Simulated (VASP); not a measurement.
A run of VASP 6.6.1 is set up as follows.

INCAR

```
SYSTEM = KH3
PREC = Accurate
ENCUT = 520
EDIFF = 1E-6
ISMEAR = 0
SIGMA = 0.02
LREAL = .False.
LASPH = .True.
NELM = 100
ALGO = Normal
ISIF = 2
LWAVE = .False.
LCHARG = .False.
GGA = PE
NBANDS = 22
```

KPOINTS

```
Automatic mesh
0
Gamma
  4 4 4
  0 0 0
```

File POSCAR:

```
KH3
1.0
   -4.2616333306      4.2616333306      4.8528542334
    4.2616333306     -4.2616333306      4.8528542334
    4.2616333306      4.2616333306     -4.8528542334
K H
2 6
Direct
    0.5000000000      0.5000000000      0.0000000000
    0.0000000000      0.0000000000      0.0000000000
    0.4688786953      0.9688786953      0.4377573906
    0.9688786953      0.5311213047      0.5000000000
    0.7500000000      0.7500000000      0.0000000000
    0.5311213047      0.0311213047      0.5622426094
    0.0311213047      0.4688786953      0.5000000000
    0.2500000000      0.2500000000      0.0000000000
```

Potentials or basis: VASP PAW PBE potentials, release 64 (K_sv, H).

Launch:

```console
$ cat potpaw_PBE.64/K_sv/POTCAR potpaw_PBE.64/H/POTCAR > POTCAR
$ mpirun -np 1 vasp_std > vasp.out
```

**Question.** Predict the band gap on the k mesh.

**Answer.** 2.59 eV, indirect (least direct gap 2.69 eV).

**Question.** What does it give for the pressure?

**Answer.** 0.0 GPa.

**Question.** What does it give for the largest force?

**Answer.** 0.006 eV/Å.

Forces in eV/Å, atoms in the order of the input:
```
K    0.000  0.000  0.000
K    0.000  0.000  0.000
H    0.004  0.004  0.000
H   -0.004  0.004  0.000
H    0.000  0.000  0.000
H   -0.004 -0.004  0.000
H    0.004 -0.004  0.000
H    0.000  0.000  0.000
```

A k mesh can miss the band edges.
